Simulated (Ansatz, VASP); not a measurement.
**One calculation of SiC, two programs**

The input INCAR:

```
ALGO = Normal
EDIFF = 1E-7
ENCUT = 520
GGA = PE
ISIF = 2
ISMEAR = 0
LASPH = T
LCHARG = F
LREAL = F
LWAVE = F
NBANDS = 11
NELM = 80
PREC = Accurate
SIGMA = 0.1
```

The input KPOINTS:

```
k-points
0
Gamma
  8 8 8
```

POSCAR

```
SiC
1.0
   -2.2733918100      2.3920607100      1.2876830700
    2.2733918100     -2.3920607100      1.2876830700
    2.2733918100      2.3920607100     -1.2876830700
Si C
1 1
Direct
    0.4430000000      0.9430000000      0.5000000000
    0.0570000000      0.0570000000      0.0000000000
```

Input for Ansatz:

```yaml
crystal:
  lattice:
    - [-2.27339181, 2.39206071, 1.28768307]
    - [2.27339181, -2.39206071, 1.28768307]
    - [2.27339181, 2.39206071, -1.28768307]
  atoms:
    - { symbol: Si, position: [0.443, 0.943, 0.5] }
    - { symbol: C, position: [0.057, 0.057, 0.0] }
basis:
  ecutwfc: 420
kpoints:
  mp_grid: { grid: [8, 8, 8] }
hamiltonian:
  xc: pbe
scf:
  occupations: { method: gaussian, width: 0.1 }
  lower_state_search: "off"
output:
  forces: true
  stress: true
  eigenvalues: true
```

Alike in both runs: task single point; functional PBE; k mesh 8 × 8 × 8; occupations gaussian, width 0.1 eV; no spin polarisation.

|  | VASP | Ansatz |
| --- | --- | --- |
| version | VASP 6.6.1 | Ansatz 0.2.0 |
| potentials or method | VASP PAW PBE potentials, release 64 (Si, C), cutoff 520 eV | scalar-relativistic, plane waves, PAW |
| valence electrons in the cell | 8 | 8 |

```tsv
	VASP	Ansatz	Ansatz less VASP
gap on the k mesh at the Fermi level (eV)	none	none	-
rms of the force components (eV/Å)	0.108	0.107	-0.0005
```

Atom by atom the forces differ by 0.001 eV/Å (rms over components). A gap of «none» marks a metal or a gap that the smearing closes. With one functional, cell and mesh, what is left measures potentials, basis and numerics.
